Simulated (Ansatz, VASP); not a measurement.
**NaHF2 in VASP and in Ansatz**

Contents of INCAR:

```
PREC     = Accurate       # precision mode
ENCUT    = 520            # plane-wave cutoff, eV
EDIFF    = 1E-8           # SCF threshold, eV
ISMEAR   = -1             # smearing method
SIGMA    = 0.02           # smearing width, eV
LREAL    = F              # projectors in reciprocal space
LASPH    = T              # aspherical terms in the spheres
NELM     = 60             # most SCF steps
ALGO     = Normal         # electronic algorithm
ISIF     = 2              # what is computed and relaxed
LWAVE    = F              # write WAVECAR
LCHARG   = F              # write CHGCAR
LEFG     = T            
NBANDS   = 19             # bands
```

File KPOINTS:

```
regular mesh
0
Gamma
  10 10 10
```

POSCAR

```
NaHF2
1.0
    1.7168445641      0.9912206713      4.6077364003
   -1.7168445641      0.9912206713      4.6077364003
    0.0000000000     -1.9824413425      4.6077364003
Na H F
1 1 2
Direct
    0.0000000000      0.0000000000      0.0000000000
    0.5000000000      0.5000000000      0.5000000000
    0.4100000000      0.4100000000      0.4100000000
    0.5900000000      0.5900000000      0.5900000000
```

Input for Ansatz:

```yaml
crystal:
  lattice:
    - [1.7168445641, 0.9912206713, 4.6077364003]
    - [-1.7168445641, 0.9912206713, 4.6077364003]
    - [0.0, -1.9824413425, 4.6077364003]
  atoms:
    - { symbol: Na, position: [0.0, 0.0, 0.0] }
    - { symbol: H, position: [0.5, 0.5, 0.5] }
    - { symbol: F, position: [0.41, 0.41, 0.41] }
    - { symbol: F, position: [0.59, 0.59, 0.59] }
kpoints:
  mp_grid: { grid: [10, 10, 10] }
scf:
  occupations: { method: fermi_dirac, width: 0.02 }
hamiltonian:
  xc: lda
  pseudopotentials: { kind: paw }
output:
  forces: true
  stress: true
  eigenvalues: true
  efg: { contact_densities: true }
```

Change from the starting cell: volume scaled by 0.98, PAW files.

Alike in both runs: task electric field gradients; functional LDA; k mesh 10 × 10 × 10; occupations fermi-dirac, width 0.02 eV; no spin polarisation.

|  | VASP | Ansatz |
| --- | --- | --- |
| version | VASP 6.6.1 | Ansatz 0.2.0 |
| potentials or method | VASP PAW LDA potentials, release 64 (Na_pv, H, F) | PAW with Ansatz's default frozen-core files, scalar-relativistic |
| plane-wave cutoff (eV) | 520 | 420 |
| valence electrons in the cell | 22 | 24 |

|  | VASP | Ansatz | Ansatz less VASP |
| --- | --- | --- | --- |
| gap on the k mesh at the Fermi level (eV) | 6.39 | 6.43 | +0.033 |
| pressure (GPa) | -6.3 | -6.3 | -0.02 |
| traceless stress, the component that is largest in VASP (GPa) | -10.49 | -10.93 | -0.437 |
| rms of the force components (eV/Å) | 0.846 | 0.871 | +0.0247 |
| size of Vzz on the site where it differs most (V/Å²) | 116.9 | 115.2 | -1.75 |

LDA's correlation is that of Perdew and Zunger in VASP and of Perdew and Wang (1992) in Ansatz. Atom by atom the forces differ by 0.025 eV/Å (rms over components). VASP's potentials hold 22 valence electrons a cell and Ansatz's 24, so a difference there can come from the potentials and not from the codes.
